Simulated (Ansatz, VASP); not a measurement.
**Two plane-wave programs on LiCl**

The input POSCAR:

```
LiCl
1.0
    3.5749486202      0.0000000000      0.0000000000
   -1.7874743101      3.0959963223      0.0000000000
    0.0000000000      0.0000000000      6.0240820561
Li Cl
2 2
Direct
    0.0000000000      0.0000000000      0.0000000000
    0.0000000000      0.0000000000      0.5000000000
    0.3333333333      0.6666666667      0.2500000000
    0.6666666667      0.3333333333      0.7500000000
```

Contents of INCAR.step1:

```
ALGO     = Normal         # electronic algorithm
EDIFF    = 1E-4           # SCF threshold, eV
ENCUT    = 520            # plane-wave cutoff, eV
GGA      = PE             # functional
ISMEAR   = 0              # smearing method
LASPH    = T              # aspherical terms in the spheres
LCHARG   = F              # write CHGCAR
LREAL    = F              # projectors in reciprocal space
LWAVE    = T              # write WAVECAR
NBANDS   = 18             # bands
NELM     = 60             # most SCF steps
PREC     = Accurate       # precision mode
SIGMA    = 0.01           # smearing width, eV
```

File INCAR.step2:

```
ALGO     = Normal         # electronic algorithm
EDIFF    = 1E-6           # SCF threshold, eV
ENCUT    = 520            # plane-wave cutoff, eV
ISIF     = 2              # what is computed and relaxed
ISMEAR   = 0              # smearing method
ISTART   = 1            
LASPH    = T              # aspherical terms in the spheres
LCHARG   = F              # write CHGCAR
LMIXTAU  = T            
LREAL    = F              # projectors in reciprocal space
LWAVE    = F              # write WAVECAR
METAGGA  = R2SCAN         # meta-GGA
NBANDS   = 18             # bands
NELM     = 60             # most SCF steps
PREC     = Accurate       # precision mode
SIGMA    = 0.01           # smearing width, eV
```

File KPOINTS:

```
k-points
0
Gamma
  12 12 4
```

Input for Ansatz:

```yaml
crystal:
  lattice:
    - [3.5749486202, 0.0, 0.0]
    - [-1.7874743101, 3.0959963223, 0.0]
    - [0.0, 0.0, 6.0240820561]
  atoms:
    - { symbol: Li, position: [0.0, 0.0, 0.0] }
    - { symbol: Li, position: [0.0, 0.0, 0.5] }
    - { symbol: Cl, position: [0.3333333333, 0.6666666667, 0.25] }
    - { symbol: Cl, position: [0.6666666667, 0.3333333333, 0.75] }
kpoints:
  mp_grid: { grid: [12, 12, 4] }
  band_path:
    path:
      - [0.0, 0.0, 0.0]
      - [0.5, 0.0, 0.0]
      - [0.3333333333, 0.3333333333, 0.0]
      - [0.0, 0.0, 0.5]
      - [0.5, 0.0, 0.5]
      - [0.3333333333, 0.3333333333, 0.5]
      - [-0.067708, 0.0, 0.0]
    npoints: 1
hamiltonian:
  xc: r2scan
scf:
  occupations: { method: fixed }
  n_extra_bands: 5
output:
  forces: true
  stress: true
  eigenvalues: true
```

Alike in both runs: task single point; functional r2SCAN; k mesh 12 × 12 × 4; no spin polarisation.

|  | VASP | Ansatz |
| --- | --- | --- |
| version | VASP 6.6.1 | Ansatz 0.2.0 |
| potentials or method | VASP PAW PBE potentials, release 64 (Li_sv, Cl) | plane waves, PAW |
| plane-wave cutoff (eV) | 520 | 500 |
| occupations | gaussian, width 0.01 eV | fixed |
| valence electrons in the cell | 20 | 20 |

VASP gave:

* gap on the k mesh at the Fermi level (eV): 7.33

What did Ansatz give for the same quantities?

gap on the k mesh at the Fermi level (eV): 7.25.

VASP's potentials were made for PBE, not for r2SCAN.

Noted on VASP's run: the cutoff is short for stress, so the pressure is rough.
